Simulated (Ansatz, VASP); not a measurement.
**Two plane-wave programs on KI**

INCAR

```
ALGO = Normal
EDIFF = 1E-6
ENCUT = 520
GGA = PE
ISIF = 2
ISMEAR = 0
LASPH = T
LCHARG = T
LELF = T
LREAL = F
LVHAR = T
LWAVE = F
NBANDS = 24
NELM = 80
PREC = Accurate
SIGMA = 0.01
```

The input KPOINTS:

```
k-points
0
Gamma
  6 6 4
```

POSCAR

```
KI
1.0
    6.0394505649      0.0000000000      0.0000000000
   -3.0197252825      5.2303176141      0.0000000000
    0.0000000000      0.0000000000      7.0391244471
K I
2 2
Direct
    0.3333333333      0.6666666667     -0.0625000000
    0.6666666667      0.3333333333      0.4375000000
    0.3333333333      0.6666666667      0.4375000000
    0.6666666667      0.3333333333      0.9375000000
```

Input for Ansatz:

```yaml
crystal:
  lattice:
    - [6.0394505649, 0.0, 0.0]
    - [-3.0197252825, 5.2303176141, 0.0]
    - [0.0, 0.0, 7.0391244471]
  atoms:
    - { symbol: K, position: [0.3333333333, 0.6666666667, -0.0625] }
    - { symbol: K, position: [0.6666666667, 0.3333333333, 0.4375] }
    - { symbol: I, position: [0.3333333333, 0.6666666667, 0.4375] }
    - { symbol: I, position: [0.6666666667, 0.3333333333, 0.9375] }
kpoints:
  mp_grid: { grid: [6, 6, 4] }
hamiltonian:
  xc: pbe
scf:
  occupations: { method: fixed }
  n_extra_bands: 5
output:
  forces: true
  stress: true
  eigenvalues: true
```

Alike in both runs: task single point; functional PBE; k mesh 6 × 6 × 4; no spin polarisation.

|  | VASP | Ansatz |
| --- | --- | --- |
| version | VASP 6.6.1 | Ansatz 0.2.0 |
| potentials or method | VASP PAW PBE potentials, release 64 (K_sv, I) | plane waves |
| plane-wave cutoff (eV) | 520 | 420 |
| occupations | gaussian, width 0.01 eV | fixed |
| valence electrons in the cell | 32 | 52 |

|  | VASP | Ansatz | Ansatz less VASP |
| --- | --- | --- | --- |
| gap on the k mesh at the Fermi level (eV) | 3.79 | 3.79 | +0.004 |
| pressure (GPa) | 0.3 | 0.3 | -0.02 |
| traceless stress, the component that is largest in VASP (GPa) | 0.07 | 0.06 | -0.004 |

VASP's potentials hold 32 valence electrons a cell and Ansatz's 52, so a difference there can come from the potentials and not from the codes.

Neither program's run includes spin-orbit coupling.
